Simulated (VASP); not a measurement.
Crystal: CuO.

```xyz
4
Lattice="2.3447 -1.7134 0.0000 2.3447 1.7134 0.0000 -0.8606 0.0000 5.0594" Properties=species:S:1:pos:R:3 pbc="T T T"
Cu    1.1723    0.8457    0.0000
Cu    0.7421   -0.8457    2.5297
O     2.0724   -0.2841    1.2836
O     1.6421    0.2841    3.8133
```

Base run:

```yaml
Program: VASP 6.6.1
Functional: PBEsol
Potentials_or_basis: VASP PAW PBE potentials, release 64 (Cu, O)
Cutoff: 520 eV
k_mesh: 8 × 8 × 4
Occupations: gaussian, width 0.1 eV
Spin: no spin polarisation
```

Its results: band gap on the k mesh zero (band 17 reaches 5.76 eV, above the bottom of band 18 at 5.07 eV); pressure -2.1 GPa; largest force 0.761 eV/Å.

**Question.** The run is repeated on the same cell with these changes: k mesh from 8 × 8 × 4 to 1 × 1 × 1. What comes out?

**Answer.** Band gap on the k mesh 0.26 eV; pressure -2.8 GPa; largest force 1.681 eV/Å.

Caveats: some runs use coarse meshes; the PAW data sets were made with another functional, which shifts forces and pressure a little; semilocal functionals often make such compounds metallic where correlation or magnetic order opens a gap, which also shifts bond lengths (some runs).

A k mesh can miss the band edges.
